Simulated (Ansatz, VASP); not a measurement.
# Two plane-wave programs on MgCd2S3

```xyz
6
Lattice="3.8266 0.0000 0.0000 -1.9133 3.3139 0.0000 0.0000 0.0000 9.3809" Properties=species:S:1:pos:R:3 pbc="T T T"
Mg    0.0000    0.0000    0.0000
Cd    0.0000    2.2093    3.0846
Cd    1.9133    1.1046    6.2962
S     0.0000    0.0000    4.6904
S     1.9133    1.1046    1.4623
S     0.0000    2.2093    7.9186
```

Change from the starting cell: species swapped into the Li3LaSb2 type (P-3m1, No. 164).

Alike in both runs: functional PBE; k mesh 12 × 12 × 4; occupations gaussian, width 0.02 eV; no spin polarisation.

Ansatz relaxed the structure, and its values are those at the end. VASP's run is a single point on that final structure, the one shown.

```csv
,VASP,Ansatz
version,VASP 6.6.1,Ansatz 0.2.0
potentials or method,"VASP PAW PBE potentials, release 64 (Mg, Cd, S), cutoff 520 eV","scalar-relativistic, plane waves, PAW"
valence electrons in the cell,44,68
```

|  | VASP | Ansatz | Ansatz less VASP |
| --- | --- | --- | --- |
| gap on the k mesh at the Fermi level (eV) | 0.91 | 0.92 | +0.010 |
| least direct gap on the mesh (eV) | 1.45 | 1.46 | +0.009 |
| pressure (GPa) | 0.2 | 0.0 | -0.20 |
| rms of the force components (eV/Å) | 0.016 | 0.000 | -0.0157 |

VASP's potentials hold 44 valence electrons a cell and Ansatz's 68, so a difference there can come from the potentials and not from the codes.
